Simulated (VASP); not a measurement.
# Ta (Fd-3m) in VASP: a series of runs

The runs below take Ta through single point, relaxation of cell and atoms, with PBE.

Program: VASP 6.6.1. These are calculated values, not measurements. Logs are shortened: lines on timing, memory, paths and dates and some standing lists are left out, and cuts for length are marked.

## (1) The cell of the first run

Symmetry: Fd-3m, No. 227, cubic system. Conventional cell: a = 5.717 Å, b = 5.717 Å, c = 5.717 Å, α = 90.00°, β = 90.00°, γ = 90.00°. Ta (site symmetry -43m) has 4 Ta at 2.48 Å within 3.3 Å.

## (2) Single point, PBE

File INCAR:

```
ALGO = Normal
EDIFF = 1E-7
ENCUT = 520
GGA = PE
ISIF = 2
ISMEAR = -1
LASPH = True
LCHARG = False
LREAL = False
LWAVE = False
NBANDS = 18
NELM = 100
PREC = Accurate
SIGMA = 0.1
```

File KPOINTS:

```
k-points
0
Gamma
  12 12 12
```

File POSCAR:

```
Ta
1.0
    0.0000000000      2.8587483819      2.8587483819
    2.8587483819      0.0000000000      2.8587483819
    2.8587483819      2.8587483819      0.0000000000
Ta
2
Direct
   -0.1250000000     -0.1250000000     -0.1250000000
    0.1250000000      0.1250000000      0.1250000000
```

Potentials or basis: VASP PAW PBE potentials, release 64 (Ta_pv).

Started as:

```bash
$ cat potpaw_PBE.64/Ta_pv/POTCAR > POTCAR
$ mpirun -np 1 vasp_std > vasp.out
```

OUTCAR:

```text
EDIFF = 1E-7
   ENCUT = 520
   GGA = PE
   ISIF = 2
   ISMEAR = -1
   LASPH = True
   LREAL = False
   NELM = 100
   PREC = Accurate

 ion  position               nearest neighbor table
   1  0.875  0.875  0.875-   2 2.48   2 2.48   2 2.48   2 2.48
   2  0.125  0.125  0.125-   1 2.48   1 2.48   1 2.48   1 2.48

  LATTYP: Found a face centered cubic cell.
 ALAT       =     5.7174967638

  Lattice vectors:

 A1 = (   0.0000000000,   2.8587483819,   2.8587483819)
 A2 = (   2.8587483819,   0.0000000000,   2.8587483819)
 A3 = (   2.8587483819,   2.8587483819,   0.0000000000)

Analysis of symmetry for initial positions (statically):
=====================================================================
 Subroutine PRICEL returns:
 Original cell was already a primitive cell.

 Routine SETGRP: Setting up the symmetry group for a
 face centered cubic supercell.

 Subroutine GETGRP returns: Found 48 space group operations
 (whereof 12 operations were pure point group operations)
 out of a pool of 48 trial point group operations.

The static configuration has the point symmetry D_3d.
 The point group associated with its full space group is O_h .

Analysis of symmetry for dynamics (positions and initial velocities):
=====================================================================
 Subroutine PRICEL returns:
 Original cell was already a primitive cell.

 Routine SETGRP: Setting up the symmetry group for a
 face centered cubic supercell.

 Subroutine GETGRP returns: Found 48 space group operations
 (whereof 12 operations were pure point group operations)
 out of a pool of 48 trial point group operations.

The dynamic configuration has the point symmetry D_3d.
 The point group associated with its full space group is O_h .

 Subroutine INISYM returns: Found 48 space group operations
 (whereof 12 operations are pure point group operations),
 and found     1 'primitive' translations

----------------------------------------------------------------------------------------

                                     Primitive cell

  volume of cell :      46.7259

  direct lattice vectors                    reciprocal lattice vectors
     0.000000000  2.858748382  2.858748382    -0.174901717  0.174901717  0.174901717
     2.858748382  0.000000000  2.858748382     0.174901717 -0.174901717  0.174901717
     2.858748382  2.858748382  0.000000000     0.174901717  0.174901717 -0.174901717

  length of vectors
     4.042880733  4.042880733  4.042880733     0.302938660  0.302938660  0.302938660

  position of ions in fractional coordinates (direct lattice)
     0.875000000  0.875000000  0.875000000
     0.125000000  0.125000000  0.125000000

  ion indices of the primitive-cell ions
   primitive index   ion index
                 1           1
                 2           2

----------------------------------------------------------------------------------------

 KPOINTS: k-points

Automatic generation of k-mesh.
 Grid dimensions read from file:
 generate k-points for:   12   12   12

 Generating k-lattice:

  Cartesian coordinates                     Fractional coordinates (reciprocal lattice)
    -0.014575143  0.014575143  0.014575143     0.083333333  0.000000000  0.000000000
     0.014575143 -0.014575143  0.014575143     0.000000000  0.083333333  0.000000000
     0.014575143  0.014575143 -0.014575143     0.000000000  0.000000000  0.083333333

  Length of vectors
     0.025244888  0.025244888  0.025244888

  Shift w.r.t. Gamma in fractional coordinates (k-lattice)
     0.000000000  0.000000000  0.000000000

 Subroutine IBZKPT returns following result:
 ===========================================

 Found     72 irreducible k-points:

 Following reciprocal coordinates:
            Coordinates               Weight
  0.000000  0.000000  0.000000      1.000000
  0.083333  0.000000  0.000000      8.000000
  0.166667  0.000000  0.000000      8.000000
  0.250000  0.000000  0.000000      8.000000
  0.333333  0.000000  0.000000      8.000000
  0.416667  0.000000  0.000000      8.000000
[... 16 lines left out ...]
  0.500000  0.166667  0.000000     24.000000
 -0.416667  0.166667  0.000000     24.000000
 [... further k-points ...]
   k-points           NKPTS =     72   k-points in BZ     NKDIM =     72   number of bands    NBANDS=     18
   number of dos      NEDOS =    301   number of ions     NIONS =      2
   total plane-waves  NPLWV =  27000
   dimension x,y,z NGX =    30 NGY =   30 NGZ =   30
   dimension x,y,z NGXF=    60 NGYF=   60 NGZF=   60
   ions per type =               2
   NGX,Y,Z   is equivalent  to a cutoff of  12.34, 12.34, 12.34 a.u.
   NGXF,Y,Z  is equivalent  to a cutoff of  24.67, 24.67, 24.67 a.u.
 SYSTEM =  unknown system
   PREC   = accura    normal or accurate (medium, high low for compatibility)
   ISTART =      0    job   : 0-new  1-cont  2-samecut
   ICHARG =      2    charge: 1-file 2-atom 10-const
   ISPIN  =      1    spin polarized calculation?
   LNONCOLLINEAR =      F non collinear calculations
   LSORBIT =      F    spin-orbit coupling
   LASPH  =      T    aspherical Exc in radial PAW
   ENCUT  =  520.0 eV  38.22 Ry    6.18 a.u.   7.52  7.52  7.52*2*pi/ulx,y,z
   NELM   =    100;   NELMIN=  2; NELMDL= -5     # of ELM steps
   EDIFF  = 0.1E-06   stopping-criterion for ELM
   LREAL  =      F    real-space projection
   EDIFFG = 0.1E-05   stopping-criterion for IOM
   NSW    =      0    number of steps for IOM
   IBRION =     -1    ionic relax: 0-MD 1-quasi-New 2-CG
   NFREE  =      0    steps in history (QN), initial steepest desc. (CG)
   ISIF   =      2    stress and relaxation
   ISYM   =      2    0-nonsym 1-usesym 2-fastsym
   POTIM  = 0.5000    time-step for ionic-motion
   TEBEG  =    0.0;   TEEND  =   0.0 temperature during run
   PSTRESS=    0.0 pullay stress
   NELECT =      22.0000    total number of electrons
   NUPDOWN=      -1.0000    fix difference up-down
   EMIN   =  10.00;   EMAX   =-10.00  energy-range for DOS
   EFERMI =   0.00;   METHOD = LEGACY
   ISMEAR =    -1;   SIGMA  =   0.10  broadening in eV -4-tet -1-fermi 0-gaus
   EFERMI_NEDOS =   21; number of points for ismear=-14 and -15
   IALGO  =     38    algorithm
   IMIX   =      4    mixing-type and parameters
     AMIX     =   0.40;   BMIX     =  1.00
     AMIX_MAG =   1.60;   BMIX_MAG =  1.00
  volume/ion in A,a.u.               =      23.36       157.66
  Fermi-wavevector in a.u.,A,eV,Ry     =   1.273590  2.406737 22.069094  1.622033
  Thomas-Fermi vector in A             =   2.406405
   LORBIT       =      0    0 simple, 1 ext, 2 COOP (PROOUT), +10 PAW based schemes
   GGA     = PE    functional components
   LHFCALC =     F    Hartree Fock is set to
   AEXX    =    0.0000 exact exchange contribution
   IVDW    =     0    specifies the selected vdW correction
   LEPSILON=     F    determine dielectric tensor
   LRPA    =     F    only Hartree local field effects (RPA)
 non-spin polarized calculation
  energy-cutoff  :      520.00
  volume of cell :       46.73
 maximum number of plane-waves:      1283
   NGX = 15   NGY = 15   NGZ = 15

 number of electron      21.9999995 magnetization

 Free energy of the ion-electron system (eV)
  ---------------------------------------------------
  ext. energy  EPLUGINS =         0.00000000
  ---------------------------------------------------
  free energy    TOTEN  =       -17.38671633 eV

  energy without entropy =      -17.27113352  energy(sigma->0) =      -17.32892493

 E-fermi :   3.2681     XC(G=0): -10.8996

 val. band max:        3.2629347444   @ k =   0.5000   0.2500   0.0000
 cond. band min:       3.2884871890   @ k =   0.3333   0.3333   0.0000
 fundamental gap:      0.0255524446
 Fermi energy:         3.2681115989

 k-point     1 :       0.0000    0.0000    0.0000
  band No.  band energies     occupation
      1     -30.9714      2.00000
      2     -30.9714      2.00000
      3     -30.9714      2.00000
      4     -29.6458      2.00000
      5     -29.6458      2.00000
      6     -29.6458      2.00000
[... 10 lines left out ...]
     17      10.3811      0.00000
     18      13.9250      0.00000

 k-point     2 :       0.0833    0.0000    0.0000
  band No.  band energies     occupation
      1     -30.9830      2.00000
      2     -30.9830      2.00000
      3     -30.9714      2.00000
      4     -29.6472      2.00000
      5     -29.6329      2.00000
      6     -29.6329      2.00000
[... 10 lines left out ...]
     17      10.3451      0.00000
     18      13.7053      0.00000

 k-point     3 :       0.1667    0.0000    0.0000
  band No.  band energies     occupation
      1     -31.0134      2.00000
      2     -31.0134      2.00000
      3     -30.9719      2.00000
      4     -29.6503      2.00000
      5     -29.5988      2.00000
      6     -29.5988      2.00000
[... 10 lines left out ...]
     17      10.2297      0.00000
     18      13.4667      0.00000

 k-point     4 :       0.2500    0.0000    0.0000
  band No.  band energies     occupation
      1     -31.0528      2.00000
      2     -31.0528      2.00000
      3     -30.9736      2.00000
      4     -29.6533      2.00000
      5     -29.5545      2.00000
      6     -29.5545      2.00000
[... 375 lines left out ...]
      4     -29.8442      2.00000
      5     -29.4321      2.00000
      6     -29.4001      2.00000
[... 10 lines left out ...]
     17       9.9469      0.00000
     18      10.4365      0.00000

 k-point    23 :       0.5000    0.1667    0.0000
  band No.  band energies     occupation
      1     -31.2340      2.00000
      2     -31.1670      2.00000
      3     -30.7827      2.00000
      4     -29.8533      2.00000
      5     -29.4249      2.00000
      6     -29.3660      2.00000
[... 10 lines left out ...]
     17       9.1987      0.00000
     18       9.3834      0.00000

 k-point    24 :      -0.4167    0.1667    0.0000
  band No.  band energies     occupation
      1     -31.2467      2.00000
      2     -31.1543      2.00000
      3     -30.7901      2.00000
      4     -29.8438      2.00000
      5     -29.4392      2.00000
      6     -29.3534      2.00000
[... 10 lines left out ...]
     17       9.2616      0.00000
     18       9.5598      0.00000

 [... further k-points ...]
[... 5 lines left out ...]
  --------------------------------------------------------------------------------------
  -------------------------------------------------------------------------------------
  Total        5.6634588      5.6634588      5.6634588      0.0000000      0.0000000      0.0000000
  in kB      194.1934334    194.1934334    194.1934334      0.0000000      0.0000000      0.0000000
  external PRESSURE =     194.1934334 kB  Pullay stress =       0.0000000 kB

 VOLUME and BASIS-vectors are now :
 -----------------------------------------------------------------------------
  energy-cutoff  :      520.00
  volume of cell :       46.73
      direct lattice vectors                 reciprocal lattice vectors
     0.000000000  2.858748382  2.858748382    -0.174901717  0.174901717  0.174901717
     2.858748382  0.000000000  2.858748382     0.174901717 -0.174901717  0.174901717
     2.858748382  2.858748382  0.000000000     0.174901717  0.174901717 -0.174901717

 POSITION                                       TOTAL-FORCE (eV/Angst)
 -----------------------------------------------------------------------------------
      5.00281      5.00281      5.00281         0.000000      0.000000     -0.000000
      0.71469      0.71469      0.71469        -0.000000     -0.000000      0.000000
 -----------------------------------------------------------------------------------
    total drift:                               -0.000000      0.000000      0.000000

  FREE ENERGIE OF THE ION-ELECTRON SYSTEM (eV)
  ---------------------------------------------------
  free  energy   TOTEN  =       -17.3867163325 eV

  energy  without entropy=      -17.2711335237  energy(sigma->0) =      -17.32892493
```

Run time: 26 s. Hardware: 1 thread of Intel Xeon 6975P-C (Granite Rapids), shared host; peak memory 0.19 GiB.

What came out:

* Free energy: -17.3867 eV
* Pressure: 19.4 GPa
* Band gap on the k mesh: zero (band 11 reaches 3.83 eV, above the bottom of band 12 at 2.68 eV)

Levels at points of the mesh, in eV from the Fermi level:
| k point | band 8 | band 9 | band 10 | band 11 | band 12 | band 13 | band 14 | band 15 |
| --- | --- | --- | --- | --- | --- | --- | --- | --- |
| (0.00, 0.00, 0.00) | -1.56 | -1.56 | -0.36 | -0.36 | -0.36 | 2.36 | 2.36 | 2.36 |
| (0.50, 0.00, 0.00) | -1.82 | -1.39 | -1.39 | -0.59 | -0.59 | 0.29 | 3.87 | 3.87 |
| (0.50, 0.50, 0.00) | -2.75 | -0.58 | -0.58 | -0.48 | -0.48 | 1.86 | 1.86 | 5.15 |

Caveat: spin-orbit coupling is left out, which moves the levels of the heavy elements.

## (3) Single point, PBE

This run uses another cell than the first one, of 23.32 Å³/atom, 0.998 times its volume.

File INCAR:

```
ALGO = Normal
EDIFF = 1E-6
ENCUT = 520
GGA = PE
ISIF = 2
ISMEAR = -1
LASPH = T
LCHARG = F
LREAL = F
LWAVE = F
NBANDS = 18
NELM = 60
PREC = Accurate
SIGMA = 0.1
```

KPOINTS is that of step 2.

File POSCAR:

```
Ta
1.0
    0.0000000000      2.8568106688      2.8568106688
    2.8568106688      0.0000000000      2.8568106688
    2.8568106688      2.8568106688      0.0000000000
Ta
2
Direct
   -0.1250000000     -0.1250000000     -0.1250000000
    0.1250000000      0.1250000000      0.1250000000
```

Potentials or basis: VASP PAW PBE potentials, release 64 (Ta_pv).

Started as:

```bash
$ cat potpaw_PBE.64/Ta_pv/POTCAR > POTCAR
$ mpirun -np 1 vasp_std > vasp.out
```

Wall time 21 s (1 thread of Intel Xeon 6975P-C (Granite Rapids), shared host); peak memory 0.19 GiB.

It converged, with:

- Free energy: -17.3751 eV
- Pressure: 19.7 GPa
- Band gap on the k mesh: zero (band 11 reaches 3.84 eV, above the bottom of band 12 at 2.69 eV)

Levels at points of the mesh, in eV from the Fermi level:
```csv
k point,band 9,band 10,band 11,band 12,band 13,band 14
"(0.00, 0.00, 0.00)",-1.57,-0.37,-0.37,-0.37,2.36,2.36
"(0.50, 0.00, 0.00)",-1.40,-1.40,-0.59,-0.59,0.29,3.87
"(0.50, 0.50, 0.00)",-0.57,-0.57,-0.49,-0.49,1.86,1.86
```

Caveat: spin-orbit coupling is left out, which moves the levels of the heavy elements.

(Part 1 of 2 ends here.)
